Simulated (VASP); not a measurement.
# BaNd (Fm-3m) in VASP: a series of runs

The runs below take BaNd through single point, with PBE.

Everything below comes from runs of VASP 6.6.1. Logs are shortened: lines on timing, memory, paths and dates and some standing lists are left out, and cuts for length are marked.

### 1 The cell of the first run

Symmetry: Fm-3m, No. 225, cubic system. The conventional cell has a = 6.564 Å, b = 6.564 Å, c = 6.564 Å, α = 90.00°, β = 90.00°, γ = 90.00°. Ba (site symmetry m-3m) has 6 Nd at 3.28 Å within 4.3 Å. Within 4.3 Å of Nd (site symmetry m-3m) lie 6 Ba at 3.28 Å.

The cell was generated, and may not be a known phase.

### 2 Single point, PBE

Input file INCAR:

```
ALGO = Normal
EDIFF = 1E-6
ENCUT = 500
GGA = PE
GGA_COMPAT = F
ISIF = 2
ISMEAR = 0
LASPH = T
LCHARG = F
LMAXMIX = 6
LREAL = F
LWAVE = F
NBANDS = 18
NELM = 200
PREC = Accurate
SIGMA = 0.1
```

Input file KPOINTS:

```
k-points
0
Gamma
  4 4 4
```

Input file POSCAR:

```
BaNd
1.0
    0.0000000000      3.2822270700      3.2822270700
    3.2822270700      0.0000000000      3.2822270700
    3.2822270700      3.2822270700      0.0000000000
Ba Nd
1 1
Direct
    0.5000000000      0.5000000000      0.5000000000
    0.0000000000      0.0000000000      0.0000000000
```

Potentials or basis: VASP PAW PBE potentials, release 64 (Ba_sv, Nd_3), 4f in core.

Command:

```bash
> cat potpaw_PBE.64/Ba_sv/POTCAR potpaw_PBE.64/Nd_3/POTCAR > POTCAR
> mpirun -np 1 vasp_std > vasp.out
```

OUTCAR:

```text
EDIFF = 1E-6
   ENCUT = 500
   GGA = PE
   ISIF = 2
   ISMEAR = 0
   LASPH = T
   LREAL = F
   NELM = 200
   PREC = Accurate

 ion  position               nearest neighbor table
   1  0.500  0.500  0.500-   2 3.28   2 3.28   2 3.28   2 3.28   2 3.28   2 3.28
   2  0.000  0.000  0.000-   1 3.28   1 3.28   1 3.28   1 3.28   1 3.28   1 3.28

  LATTYP: Found a face centered cubic cell.
 ALAT       =     6.5644541400

  Lattice vectors:

 A1 = (   0.0000000000,   3.2822270700,   3.2822270700)
 A2 = (   3.2822270700,   0.0000000000,   3.2822270700)
 A3 = (   3.2822270700,   3.2822270700,   0.0000000000)

Analysis of symmetry for initial positions (statically):
=====================================================================
 Subroutine PRICEL returns:
 Original cell was already a primitive cell.

 Routine SETGRP: Setting up the symmetry group for a
 face centered cubic supercell.

 Subroutine GETGRP returns: Found 48 space group operations
 (whereof 48 operations were pure point group operations)
 out of a pool of 48 trial point group operations.

The static configuration has the point symmetry O_h .

Analysis of symmetry for dynamics (positions and initial velocities):
=====================================================================
 Subroutine PRICEL returns:
 Original cell was already a primitive cell.

 Routine SETGRP: Setting up the symmetry group for a
 face centered cubic supercell.

 Subroutine GETGRP returns: Found 48 space group operations
 (whereof 48 operations were pure point group operations)
 out of a pool of 48 trial point group operations.

The dynamic configuration has the point symmetry O_h .

 Subroutine INISYM returns: Found 48 space group operations
 (whereof 48 operations are pure point group operations),
 and found     1 'primitive' translations

----------------------------------------------------------------------------------------

                                     Primitive cell

  volume of cell :      70.7190

  direct lattice vectors                    reciprocal lattice vectors
     0.000000000  3.282227070  3.282227070    -0.152335591  0.152335591  0.152335591
     3.282227070  0.000000000  3.282227070     0.152335591 -0.152335591  0.152335591
     3.282227070  3.282227070  0.000000000     0.152335591  0.152335591 -0.152335591

  length of vectors
     4.641770037  4.641770037  4.641770037     0.263852983  0.263852983  0.263852983

[... 54 lines left out ...]
   PREC   = accura    normal or accurate (medium, high low for compatibility)
   ISTART =      0    job   : 0-new  1-cont  2-samecut
   ICHARG =      2    charge: 1-file 2-atom 10-const
   ISPIN  =      1    spin polarized calculation?
   LNONCOLLINEAR =      F non collinear calculations
   LSORBIT =      F    spin-orbit coupling
   LASPH  =      T    aspherical Exc in radial PAW
   ENCUT  =  500.0 eV  36.75 Ry    6.06 a.u.   8.46  8.46  8.46*2*pi/ulx,y,z
   NELM   =    200;   NELMIN=  2; NELMDL= -5     # of ELM steps
   EDIFF  = 0.1E-05   stopping-criterion for ELM
   LREAL  =      F    real-space projection
[... 7 lines left out ...]
   TEBEG  =    0.0;   TEEND  =   0.0 temperature during run
   PSTRESS=    0.0 pullay stress
   NELECT =      21.0000    total number of electrons
   NUPDOWN=      -1.0000    fix difference up-down
   EMIN   =  10.00;   EMAX   =-10.00  energy-range for DOS
   EFERMI =   0.00;   METHOD = LEGACY
   ISMEAR =     0;   SIGMA  =   0.10  broadening in eV -4-tet -1-fermi 0-gaus
   EFERMI_NEDOS =   21; number of points for ismear=-14 and -15
   IALGO  =     38    algorithm
   IMIX   =      4    mixing-type and parameters
     AMIX     =   0.40;   BMIX     =  1.00
     AMIX_MAG =   1.60;   BMIX_MAG =  1.00
  volume/ion in A,a.u.               =      35.36       238.62
  Fermi-wavevector in a.u.,A,eV,Ry     =   1.092201  2.063961 16.230436  1.192903
  Thomas-Fermi vector in A             =   2.228462
   LORBIT       =      0    0 simple, 1 ext, 2 COOP (PROOUT), +10 PAW based schemes
   GGA     = PE    functional components
   LHFCALC =     F    Hartree Fock is set to
   AEXX    =    0.0000 exact exchange contribution
   IVDW    =     0    specifies the selected vdW correction
   LEPSILON=     F    determine dielectric tensor
   LRPA    =     F    only Hartree local field effects (RPA)
 non-spin polarized calculation
 Gauss-broadening in eV      SIGMA  =   0.10
  energy-cutoff  :      500.00
  volume of cell :       70.72
 maximum number of plane-waves:      1812
 NGX is ok and might be reduce to    36
   NGX = 17   NGY = 17   NGZ = 17

 number of electron      21.0000000 magnetization

 Free energy of the ion-electron system (eV)
  ---------------------------------------------------
  ext. energy  EPLUGINS =         0.00000000
  ---------------------------------------------------
  free energy    TOTEN  =        -4.75982867 eV

  energy without entropy =       -4.74452985  energy(sigma->0) =       -4.75217926

 E-fermi :   3.5955     XC(G=0):  -9.5560

 val. band max:        3.5674085651   @ k =   0.5000   0.5000   0.0000
 cond. band min:       3.6430756477   @ k =  -0.2500   0.5000   0.2500
 fundamental gap:      0.0756670826
 Fermi energy:         3.5955132568

 k-point     1 :       0.0000    0.0000    0.0000
  band No.  band energies     occupation
      1     -34.8877      2.00000
      2     -24.3303      2.00000
      3     -16.0861      2.00000
      4     -16.0861      2.00000
      5     -16.0861      2.00000
      6      -9.4815      2.00000
[... 145 lines left out ...]
      5     -16.0670      2.00000
      6      -9.7873      2.00000
[... 10 lines left out ...]
     17       8.1031      0.00000
     18       8.3232      0.00000

------------------------ aborting loop because EDIFF is reached ----------------------------------------

  FORCE on cell =-STRESS in cart. coord.  units (eV):
  Direction    XX          YY          ZZ          XY          YZ          ZX
  --------------------------------------------------------------------------------------
  -------------------------------------------------------------------------------------
  Total        3.1113975      3.1113975      3.1113975      0.0000000      0.0000000      0.0000000
  in kB       70.4904386     70.4904386     70.4904386      0.0000000      0.0000000      0.0000000
  external PRESSURE =      70.4904386 kB  Pullay stress =       0.0000000 kB

 VOLUME and BASIS-vectors are now :
 -----------------------------------------------------------------------------
  energy-cutoff  :      500.00
  volume of cell :       70.72
      direct lattice vectors                 reciprocal lattice vectors
     0.000000000  3.282227070  3.282227070    -0.152335591  0.152335591  0.152335591
     3.282227070  0.000000000  3.282227070     0.152335591 -0.152335591  0.152335591
     3.282227070  3.282227070  0.000000000     0.152335591  0.152335591 -0.152335591

 POSITION                                       TOTAL-FORCE (eV/Angst)
 -----------------------------------------------------------------------------------
      3.28223      3.28223      3.28223        -0.000000     -0.000000     -0.000000
      0.00000      0.00000      0.00000         0.000000      0.000000      0.000000
 -----------------------------------------------------------------------------------
    total drift:                                0.000000      0.000000      0.000000

  FREE ENERGIE OF THE ION-ELECTRON SYSTEM (eV)
  ---------------------------------------------------
  free  energy   TOTEN  =        -4.7598286664 eV

  energy  without entropy=       -4.7445298475  energy(sigma->0) =       -4.75217926
```

OSZICAR:

```text
N       E                     dE             d eps       ncg     rms          rms(c)
DAV:   1     0.149814655086E+03    0.14981E+03   -0.93019E+03   288   0.100E+03
DAV:   2     0.255121414585E+01   -0.14726E+03   -0.14395E+03   388   0.233E+02
DAV:   3    -0.469376957038E+01   -0.72450E+01   -0.71926E+01   408   0.479E+01
DAV:   4    -0.494609224569E+01   -0.25232E+00   -0.25227E+00   396   0.767E+00
DAV:   5    -0.494911647393E+01   -0.30242E-02   -0.30240E-02   404   0.812E-01    0.685E+00
DAV:   6    -0.481780238077E+01    0.13131E+00   -0.11930E-01   396   0.239E+00    0.374E+00
DAV:   7    -0.475947541561E+01    0.58327E-01   -0.15674E-01   448   0.258E+00    0.342E-01
DAV:   8    -0.475968258392E+01   -0.20717E-03   -0.31447E-03   378   0.360E-01    0.257E-01
DAV:   9    -0.475983374440E+01   -0.15116E-03   -0.73826E-04   388   0.156E-01    0.502E-02
DAV:  10    -0.475982868792E+01    0.50565E-05   -0.33232E-05   340   0.447E-02    0.102E-02
DAV:  11    -0.475982866635E+01    0.21564E-07   -0.49594E-06   424   0.134E-02
   1 F= -.47598287E+01 E0= -.47521793E+01  d E =-.152988E-01
```

stdout:

```text
POSCAR found type information on POSCAR BaNd
 POSCAR found :  2 types and       2 ions
 scaLAPACK will be used
 LDA part: xc-table for (Slater+PW92), standard interpolation
 POSCAR, INCAR and KPOINTS ok, starting setup
 FFT: planning ... GRIDC
 FFT: planning ... GRID_SOFT
 FFT: planning ... GRID
 WAVECAR not read
 entering main loop
```

Wall time 13 s (1 thread of Intel Xeon Platinum 8488C (Sapphire Rapids), shared host); peak memory 0.2 GiB.

What came out:

| Item | Value |
| --- | --- |
| Free energy | -4.7598 eV |
| Pressure | 7.0 GPa |
| Band gap on the k mesh | zero (an odd number of electrons rules out a gap without spin polarisation) |

Caveat: the k points lie up to 0.41 Å⁻¹ apart, too coarse for converged energies and pressures of a metal; spin-orbit coupling is left out, which moves the levels of the heavy elements; the 4f electrons are frozen in the core, so they carry no moment and show no levels. Spin polarisation is off, so any magnetic state and its effect on volume and gap are missing.

### 3 Single point, PBE

This run uses another cell than the first one, of 46.07 Å³/atom.

Input file INCAR:

```
SYSTEM = BaNd
ALGO = Normal
EDIFF = 1E-6
ENCUT = 500
GGA = PE
GGA_COMPAT = .FALSE.
ISIF = 2
ISMEAR = 0
LASPH = .TRUE.
LCHARG = .FALSE.
LMAXMIX = 6
LREAL = .FALSE.
LWAVE = .FALSE.
NBANDS = 18
NELM = 200
PREC = Accurate
SIGMA = 0.1
```

Input file KPOINTS:

```
k-points
0
G
  4 4 4
  0 0 0
```

Input file POSCAR:

```
BaNd
1.0
    0.0000000000      3.5847859080      3.5847859080
    3.5847859080      0.0000000000      3.5847859080
    3.5847859080      3.5847859080      0.0000000000
Ba Nd
1 1
Direct
    0.5000000000      0.5000000000      0.5000000000
    0.0000000000      0.0000000000      0.0000000000
```

Potentials or basis: VASP PAW PBE potentials, release 64 (Ba_sv, Nd_3), 4f in core.

Command:

```bash
> cat potpaw_PBE.64/Ba_sv/POTCAR potpaw_PBE.64/Nd_3/POTCAR > POTCAR
> mpirun -np 1 vasp_std > vasp.out
```

It took 18 s on 1 thread of Intel Xeon Platinum 8488C (Sapphire Rapids), shared host; peak memory 0.23 GiB.

The run converged. Its results:

```yaml
Free_energy: -5.1525 eV
Pressure: 0.4 GPa
Band_gap_on_the_k_mesh: zero (an odd number of electrons rules out a gap without spin polarisation)
```

Levels at points of the mesh, in eV from the Fermi level:
| k point | band 6 | band 7 | band 8 | band 9 | band 10 | band 11 | band 12 | band 13 | band 14 | band 15 |
| --- | --- | --- | --- | --- | --- | --- | --- | --- | --- | --- |
| (0.00, 0.00, 0.00) | -13.37 | -13.37 | -13.37 | -3.04 | -0.56 | -0.56 | -0.56 | -0.56 | -0.56 | 4.56 |
| (0.50, 0.00, 0.00) | -13.57 | -13.46 | -13.46 | -0.67 | -0.63 | 0.93 | 0.93 | 1.66 | 1.66 | 1.84 |
| (0.50, 0.50, 0.00) | -13.46 | -13.41 | -13.41 | -1.64 | -0.98 | 0.08 | 0.39 | 1.15 | 2.00 | 2.00 |

Caveat: the k points lie up to 0.38 Å⁻¹ apart, too coarse for converged energies and pressures of a metal; spin-orbit coupling is left out, which moves the levels of the heavy elements; the 4f electrons are frozen in the core, so they carry no moment and show no levels. Spin polarisation is off, so any magnetic state and its effect on volume and gap are missing.

The gap in the log of VASP goes by the Fermi energy; the results here count the filled bands.